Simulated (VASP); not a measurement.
# BeB (P6/mmm) in VASP: further runs

The runs below take BeB through single point, relaxation of cell and atoms, with PBE.

Everything below comes from runs of VASP 6.6.1. Logs are shortened: lines on timing, memory, paths and dates and some standing lists are left out, and cuts for length are marked.

## (1) The cell of the first run

Symmetry: P6/mmm, No. 191, hexagonal system. The conventional cell has a = 1.961 Å, b = 1.961 Å, c = 5.069 Å, α = 90.00°, β = 90.00°, γ = 120.00°. Be (site symmetry 6/mmm) has 6 Be at 1.96 Å and 2 B at 2.53 Å within 2.6 Å. Within 2.6 Å of B (site symmetry 6/mmm) lie 6 B at 1.96 Å and 2 Be at 2.53 Å.

The cell was generated, and may not be a known phase.

## (2) Single point, PBE

File INCAR:

```
PREC = Accurate
ENCUT = 520
EDIFF = 1E-6
ISMEAR = 0
SIGMA = 0.1
LREAL = F
LASPH = T
NELM = 100
ALGO = Fast
ISIF = 2
LWAVE = F
LCHARG = F
GGA = PE
NBANDS = 10
```

File KPOINTS:

```
Automatic mesh
0
Gamma
  33 33 10
```

File POSCAR:

```
BeB
1.0
    1.9613885433      0.0000000000      0.0000000000
   -0.9806942717      1.6986123051      0.0000000000
    0.0000000000      0.0000000000      5.0694929110
Be B
1 1
Direct
    0.0000000000      0.0000000000      0.5000000000
    0.0000000000      0.0000000000      0.0000000000
```

Potentials or basis: VASP PAW PBE potentials, release 64 (Be, B).

Started as:

```bash
cat potpaw_PBE.64/Be/POTCAR potpaw_PBE.64/B/POTCAR > POTCAR
mpirun -np 1 vasp_std > vasp.out
```

OUTCAR:

```text
PREC = Accurate
   ENCUT = 520
   EDIFF = 1E-6
   ISMEAR = 0
   LREAL = F
   LASPH = T
   NELM = 100
   ISIF = 2
   GGA = PE

 ion  position               nearest neighbor table
   1  0.000  0.000  0.500-
   2  0.000  0.000  0.000-

  LATTYP: Found a hexagonal cell.
 ALAT       =     1.9613885433
 C/A-ratio  =     2.5846449080

  Lattice vectors:

 A1 = (   1.9613885433,   0.0000000000,   0.0000000000)
 A2 = (  -0.9806942717,   1.6986123051,   0.0000000000)
 A3 = (   0.0000000000,   0.0000000000,   5.0694929110)

Analysis of symmetry for initial positions (statically):
=====================================================================
 Subroutine PRICEL returns:
 Original cell was already a primitive cell.

 Routine SETGRP: Setting up the symmetry group for a
 hexagonal supercell.

 Subroutine GETGRP returns: Found 24 space group operations
 (whereof 24 operations were pure point group operations)
 out of a pool of 24 trial point group operations.

The static configuration has the point symmetry D_6h.

Analysis of symmetry for dynamics (positions and initial velocities):
=====================================================================
 Subroutine PRICEL returns:
 Original cell was already a primitive cell.

 Routine SETGRP: Setting up the symmetry group for a
 hexagonal supercell.

 Subroutine GETGRP returns: Found 24 space group operations
 (whereof 24 operations were pure point group operations)
 out of a pool of 24 trial point group operations.

The dynamic configuration has the point symmetry D_6h.

 Subroutine INISYM returns: Found 24 space group operations
 (whereof 24 operations are pure point group operations),
 and found     1 'primitive' translations

----------------------------------------------------------------------------------------

                                     Primitive cell

  volume of cell :      16.8897

  direct lattice vectors                    reciprocal lattice vectors
     1.961388543  0.000000000  0.000000000     0.509842888  0.294357929  0.000000000
    -0.980694272  1.698612305  0.000000000     0.000000000  0.588715858  0.000000000
     0.000000000  0.000000000  5.069492911     0.000000000  0.000000000  0.197258388

  length of vectors
     1.961388543  1.961388543  5.069492911     0.588715858  0.588715858  0.197258388

  position of ions in fractional coordinates (direct lattice)
     0.000000000  0.000000000  0.500000000
     0.000000000  0.000000000  0.000000000

  ion indices of the primitive-cell ions
   primitive index   ion index
                 1           1
                 2           2

----------------------------------------------------------------------------------------

 KPOINTS: Automatic mesh

Automatic generation of k-mesh.
 Grid dimensions read from file:
 generate k-points for:   33   33   10

 Generating k-lattice:

  Cartesian coordinates                     Fractional coordinates (reciprocal lattice)
     0.015449784  0.008919937  0.000000000     0.030303030  0.000000000  0.000000000
     0.000000000  0.017839874  0.000000000     0.000000000  0.030303030  0.000000000
     0.000000000  0.000000000  0.019725839     0.000000000  0.000000000  0.100000000

  Length of vectors
     0.017839874  0.017839874  0.019725839

  Shift w.r.t. Gamma in fractional coordinates (k-lattice)
     0.000000000  0.000000000  0.000000000

 Subroutine IBZKPT returns following result:
 ===========================================

 Found    648 irreducible k-points:

 Following reciprocal coordinates:
            Coordinates               Weight
  0.000000  0.000000  0.000000      1.000000
  0.030303 -0.000000  0.000000      6.000000
  0.060606 -0.000000  0.000000      6.000000
  0.090909 -0.000000  0.000000      6.000000
  0.121212 -0.000000  0.000000      6.000000
  0.151515 -0.000000  0.000000      6.000000
[... 16 lines left out ...]
  0.181818  0.030303  0.000000     12.000000
  0.212121  0.030303  0.000000     12.000000
 [... further k-points ...]
   k-points           NKPTS =    648   k-points in BZ     NKDIM =    648   number of bands    NBANDS=     10
   number of dos      NEDOS =    301   number of ions     NIONS =      2
   total plane-waves  NPLWV =  10240
   dimension x,y,z NGX =    16 NGY =   16 NGZ =   40
   dimension x,y,z NGXF=    32 NGYF=   32 NGZF=   80
   ions per type =               1   1
   NGX,Y,Z   is equivalent  to a cutoff of  13.56, 13.56, 13.12 a.u.
   NGXF,Y,Z  is equivalent  to a cutoff of  27.12, 27.12, 26.23 a.u.
 SYSTEM =  unknown system
   PREC   = accura    normal or accurate (medium, high low for compatibility)
   ISTART =      0    job   : 0-new  1-cont  2-samecut
   ICHARG =      2    charge: 1-file 2-atom 10-const
   ISPIN  =      1    spin polarized calculation?
   LNONCOLLINEAR =      F non collinear calculations
   LSORBIT =      F    spin-orbit coupling
   LASPH  =      T    aspherical Exc in radial PAW
   ENCUT  =  520.0 eV  38.22 Ry    6.18 a.u.   3.65  3.65  9.43*2*pi/ulx,y,z
   NELM   =    100;   NELMIN=  2; NELMDL= -5     # of ELM steps
   EDIFF  = 0.1E-05   stopping-criterion for ELM
   LREAL  =      F    real-space projection
   EDIFFG = 0.1E-04   stopping-criterion for IOM
   NSW    =      0    number of steps for IOM
   IBRION =     -1    ionic relax: 0-MD 1-quasi-New 2-CG
   NFREE  =      0    steps in history (QN), initial steepest desc. (CG)
   ISIF   =      2    stress and relaxation
   ISYM   =      2    0-nonsym 1-usesym 2-fastsym
   POTIM  = 0.5000    time-step for ionic-motion
   TEBEG  =    0.0;   TEEND  =   0.0 temperature during run
   PSTRESS=    0.0 pullay stress
   NELECT =       5.0000    total number of electrons
   NUPDOWN=      -1.0000    fix difference up-down
   EMIN   =  10.00;   EMAX   =-10.00  energy-range for DOS
   EFERMI =   0.00;   METHOD = LEGACY
   ISMEAR =     0;   SIGMA  =   0.10  broadening in eV -4-tet -1-fermi 0-gaus
   EFERMI_NEDOS =   21; number of points for ismear=-14 and -15
   IALGO  =     68    algorithm
   IMIX   =      4    mixing-type and parameters
     AMIX     =   0.40;   BMIX     =  1.00
     AMIX_MAG =   1.60;   BMIX_MAG =  1.00
  volume/ion in A,a.u.               =       8.44        56.99
  Fermi-wavevector in a.u.,A,eV,Ry     =   1.091082  2.061846 16.197188  1.190460
  Thomas-Fermi vector in A             =   2.227320
   LORBIT       =      0    0 simple, 1 ext, 2 COOP (PROOUT), +10 PAW based schemes
   GGA     = PE    functional components
   LHFCALC =     F    Hartree Fock is set to
   AEXX    =    0.0000 exact exchange contribution
   IVDW    =     0    specifies the selected vdW correction
   LEPSILON=     F    determine dielectric tensor
   LRPA    =     F    only Hartree local field effects (RPA)
 non-spin polarized calculation
 RMM-DIIS sequential band-by-band and
 Gauss-broadening in eV      SIGMA  =   0.10
  energy-cutoff  :      520.00
  volume of cell :       16.89
 maximum number of plane-waves:       475
 NGX is ok and might be reduce to    16
   NGX =  7   NGY =  7   NGZ = 19

 number of electron       5.0000000 magnetization

 Free energy of the ion-electron system (eV)
  ---------------------------------------------------
  ext. energy  EPLUGINS =         0.00000000
  ---------------------------------------------------
  free energy    TOTEN  =        -8.34362005 eV

  energy without entropy =       -8.34033407  energy(sigma->0) =       -8.34197706

 E-fermi :   5.5668     XC(G=0): -10.7705

 val. band max:        5.5556731160   @ k =   0.3333   0.2424   0.3000
 cond. band min:       5.5752702090   @ k =   0.3030   0.2424   0.0000
 fundamental gap:      0.0195970931
 Fermi energy:         5.5667872798

 k-point     1 :       0.0000    0.0000    0.0000
  band No.  band energies     occupation
      1      -8.5267      2.00000
      2      -1.4864      2.00000
      3      -0.9198      2.00000
      4       9.6543      0.00000
      5      17.7820      0.00000
      6      22.6904      0.00000
      7      22.6904      0.00000
      8      32.5376      0.00000
      9      32.5376      0.00000
     10      34.0853      0.00000

 k-point     2 :       0.0303   -0.0000    0.0000
  band No.  band energies     occupation
      1      -8.4904      2.00000
      2      -1.4406      2.00000
      3      -0.8922      2.00000
      4       9.6971      0.00000
      5      17.7778      0.00000
      6      22.5857      0.00000
      7      22.6060      0.00000
      8      32.3550      0.00000
      9      32.3884      0.00000
     10      34.0520      0.00000

 k-point     3 :       0.0606   -0.0000    0.0000
  band No.  band energies     occupation
      1      -8.3813      2.00000
      2      -1.3035      2.00000
      3      -0.8097      2.00000
      4       9.8251      0.00000
      5      17.7580      0.00000
      6      22.2786      0.00000
      7      22.3631      0.00000
      8      31.8030      0.00000
      9      31.9747      0.00000
     10      33.9364      0.00000

 k-point     4 :       0.0909   -0.0000    0.0000
  band No.  band energies     occupation
      1      -8.1997      2.00000
      2      -1.0752      2.00000
      3      -0.6723      2.00000
      4      10.0379      0.00000
      5      17.6966      0.00000
      6      21.7970      0.00000
      7      21.9885      0.00000
      8      30.8887      0.00000
      9      31.3738      0.00000
     10      33.6867      0.00000

 k-point     5 :       0.1212   -0.0000    0.0000
  band No.  band energies     occupation
      1      -7.9458      2.00000
      2      -0.7561      2.00000
      3      -0.4803      2.00000
      4      10.3344      0.00000
      5      17.5343      0.00000
      6      21.2099      0.00000
      7      21.5177      0.00000
      8      29.6710      0.00000
      9      30.6653      0.00000
     10      33.2053      0.00000

 k-point     6 :       0.1515   -0.0000    0.0000
  band No.  band energies     occupation
      1      -7.6202      2.00000
      2      -0.3468      2.00000
      3      -0.2341      2.00000
      4      10.7132      0.00000
      5      17.1629      0.00000
      6      20.6448      0.00000
      7      20.9868      0.00000
      8      28.2600      0.00000
      9      29.9115      0.00000
     10      32.3624      0.00000
[... 183 lines left out ...]
 k-point    21 :       0.1212    0.0303    0.0000
  band No.  band energies     occupation
      1      -7.7647      2.00000
      2      -0.5286      2.00000
      3      -0.3433      2.00000
      4      10.5452      0.00000
      5      17.3753      0.00000
      6      20.8278      0.00000
      7      21.2141      0.00000
      8      28.9036      0.00000
      9      30.1562      0.00000
     10      32.7915      0.00000

 k-point    22 :       0.1515    0.0303    0.0000
  band No.  band energies     occupation
      1      -7.4035      2.00000
      2      -0.0746      2.00000
      3      -0.0703      2.00000
      4      10.9640      0.00000
      5      16.8621      0.00000
      6      20.2211      0.00000
      7      20.7635      0.00000
      8      27.4337      0.00000
      9      29.4224      0.00000
     10      31.7418      0.00000

 k-point    23 :       0.1818    0.0303    0.0000
  band No.  band energies     occupation
      1      -6.9715      2.00000
      2       0.2553      2.00000
      3       0.4681      2.00000
      4      11.4612      0.00000
      5      16.0086      0.00000
      6      19.6975      0.00000
      7      20.3966      0.00000
      8      25.9586      0.00000
      9      28.7019      0.00000
     10      30.2856      0.00000

 k-point    24 :       0.2121    0.0303    0.0000
  band No.  band energies     occupation
      1      -6.4702      2.00000
      2       0.6317      2.00000
      3       1.0981      2.00000
      4      12.0326      0.00000
      5      14.8698      0.00000
      6      19.2041      0.00000
      7      20.1120      0.00000
      8      24.6163      0.00000
      9      28.0173      0.00000
     10      28.5441      0.00000

 [... further k-points ...]

------------------------ aborting loop because EDIFF is reached ----------------------------------------

  FORCE on cell =-STRESS in cart. coord.  units (eV):
  Direction    XX          YY          ZZ          XY          YZ          ZX
  --------------------------------------------------------------------------------------
  -------------------------------------------------------------------------------------
  Total        0.0044355      0.0044355     -0.0029963     -0.0000000     -0.0000000      0.0000000
  in kB        0.4207608      0.4207608     -0.2842356     -0.0000000     -0.0000000      0.0000000
  external PRESSURE =       0.1857620 kB  Pullay stress =       0.0000000 kB

 VOLUME and BASIS-vectors are now :
 -----------------------------------------------------------------------------
  energy-cutoff  :      520.00
  volume of cell :       16.89
      direct lattice vectors                 reciprocal lattice vectors
     1.961388543  0.000000000  0.000000000     0.509842888  0.294357929  0.000000000
    -0.980694272  1.698612305  0.000000000     0.000000000  0.588715858  0.000000000
     0.000000000  0.000000000  5.069492911     0.000000000  0.000000000  0.197258388

 POSITION                                       TOTAL-FORCE (eV/Angst)
 -----------------------------------------------------------------------------------
      0.00000      0.00000      2.53475        -0.000000      0.000000      0.000000
      0.00000      0.00000      0.00000         0.000000      0.000000      0.000000
 -----------------------------------------------------------------------------------
    total drift:                               -0.000000      0.000000     -0.000000

  FREE ENERGIE OF THE ION-ELECTRON SYSTEM (eV)
  ---------------------------------------------------
  free  energy   TOTEN  =        -8.3436200508 eV

  energy  without entropy=       -8.3403340700  energy(sigma->0) =       -8.34197706
```

Run time: 2.6 min. Hardware: 1 thread of Oxide Virtual Turin-like, shared host; peak memory 0.18 GiB.

Results:

```yaml
Free_energy: -8.3436 eV
Pressure: 0.0 GPa
Band_gap_on_the_k_mesh: zero (an odd number of electrons rules out a gap without spin polarisation)
```

Levels at points of the mesh, in eV from the Fermi level:
| k point | band 1 | band 2 | band 3 | band 4 | band 5 | band 6 | band 7 | band 8 |
| --- | --- | --- | --- | --- | --- | --- | --- | --- |
| (0.00, 0.00, 0.00) | -14.09 | -7.05 | -6.49 | 4.09 | 12.22 | 17.12 | 17.12 | 26.97 |
| (0.00, 0.00, 0.50) | -13.97 | -9.00 | -1.75 | -0.82 | 17.13 | 17.13 | 19.39 | 20.51 |

## (3) Relaxation of cell and atoms, PBE

This run uses another cell than the first one, of 8.71 Å³/atom.

File INCAR:

```
  PREC = Accurate
  ENCUT = 600
  EDIFF = 1E-6
  ISMEAR = 0
  SIGMA = 0.1
  LREAL = False
  LASPH = True
  NELM = 100
  ALGO = Normal
  ISIF = 3
  LWAVE = False
  LCHARG = False
  GGA = PE
  IBRION = 2
  NSW = 100
  EDIFFG = -0.01
```

KPOINTS is that of step 2.

File POSCAR:

```
BeB
1.0
    1.9571280679      0.0000000000      0.0000000000
   -0.9785640340      1.6949226253      0.0000000000
    0.0000000000      0.0000000000      5.2485559196
Be B
1 1
Direct
    0.0000000000      0.0000000000      0.5000000000
    0.0000000000      0.0000000000      0.0000000000
```

Potentials or basis: VASP PAW PBE potentials, release 64 (Be, B).

Started as:

```bash
cat potpaw_PBE.64/Be/POTCAR potpaw_PBE.64/B/POTCAR > POTCAR
mpirun -np 1 vasp_std > vasp.out
```

Wall time 6.5 min (1 thread of Oxide Virtual Turin-like, shared host); peak memory 0.19 GiB.

It converged, with:

- Free energy: -8.3446 eV
- Relaxed volume: 8.44 Å³/atom
- Relaxed cell: a = 1.961 Å, b = 1.961 Å, c = 5.069 Å, α = 90.00°, β = 90.00°, γ = 120.00°
- Space group after relaxing (to 0.1 Å): P6/mmm (No. 191)
- Energy gained by relaxing: 2.2 meV/atom
- Ionic steps: 9
- Pressure after relaxing: 0.0 GPa
- Band gap on the k mesh: zero (an odd number of electrons rules out a gap without spin polarisation)

Stress tensor (GPa, compression positive):
```
 0.05  0.00  0.00
 0.00  0.05  0.00
 0.00  0.00 -0.03
```

The path:
```tsv
step	energy change (eV)	largest force (eV/Å)	pressure (GPa)	volume (Å³)
1	0.0000	0.0000	-0.96	17.41
2	-0.0012	0.0000	-0.39	17.28
3	-0.0024	0.0000	1.13	16.95
4	-0.0031	0.0000	0.98	16.92
5	-0.0043	0.0000	0.54	16.85
6	-0.0044	0.0000	0.37	16.82
7	-0.0044	0.0000	0.40	16.82
8	-0.0045	0.0000	0.21	16.86
9	-0.0045	0.0000	0.02	16.89
```

Final structure:
```
CELL_PARAMETERS angstrom
1.96128 0.00000 0.00000
-0.98064 1.69852 0.00000
0.00000 0.00000 5.06948
ATOMIC_POSITIONS crystal
Be 0.00000 0.00000 0.50000
B 0.00000 0.00000 0.00000
```

Levels at points of the mesh, in eV from the Fermi level:
```csv
k point,band 1,band 2,band 3,band 4,band 5,band 6
"(0.00, 0.00, 0.00)",-14.09,-7.05,-6.49,4.09,12.21,17.13
"(0.00, 0.00, 0.50)",-13.97,-9.00,-1.75,-0.82,17.13,17.13
```
